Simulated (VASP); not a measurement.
Si4Hg, 5 atoms in the cell. Symmetry: Im-3m, No. 229, cubic system. The conventional cell has a = 5.523 Å, b = 5.523 Å, c = 5.523 Å, α = 90.00°, β = 90.00°, γ = 90.00°. Si (site symmetry -3m) has 2 Hg at 2.39 Å and 6 Si at 2.76 Å within 3.2 Å. Hg (site symmetry m-3m) has 8 Si at 2.39 Å within 3.2 Å. 

| Item | Value |
| --- | --- |
| Program | VASP 6.6.1 |
| Task | relaxation of cell and atoms |
| Functional | PBE |
| Potentials or basis | VASP PAW PBE potentials, release 64 (Si, Hg) |
| Cutoff | 600 eV |
| k mesh | 4 × 4 × 4 |
| Occupations | gaussian, width 0.1 eV |
| Spin | no spin polarisation |
| Dipole correction | no |
| Further INCAR settings | ALGO = Normal; EDIFF = 1e-06; IBRION = 2; EDIFFG = -0.04; NSW = 90; ISIF = 3 |

Potentials or basis: VASP PAW PBE potentials, release 64 (Si, Hg).

Launch:

```console
$ cat potpaw_PBE.64/Si/POTCAR potpaw_PBE.64/Hg/POTCAR > POTCAR
$ mpirun -np 1 vasp_std > vasp.out
```

Hardware: 1 thread of Intel(R) Xeon(R) Platinum 8259CL CPU @ 2.50GHz (Skylake/Cascade Lake), on a shared host.

Question: How long does it take, and how much memory?

Answer: It took 64 s on 1 thread of Intel(R) Xeon(R) Platinum 8259CL CPU @ 2.50GHz (Skylake/Cascade Lake), with other jobs on the host, peak memory 0.24 GiB. Counts: scf iterations 36, k points 8, ion steps 3.
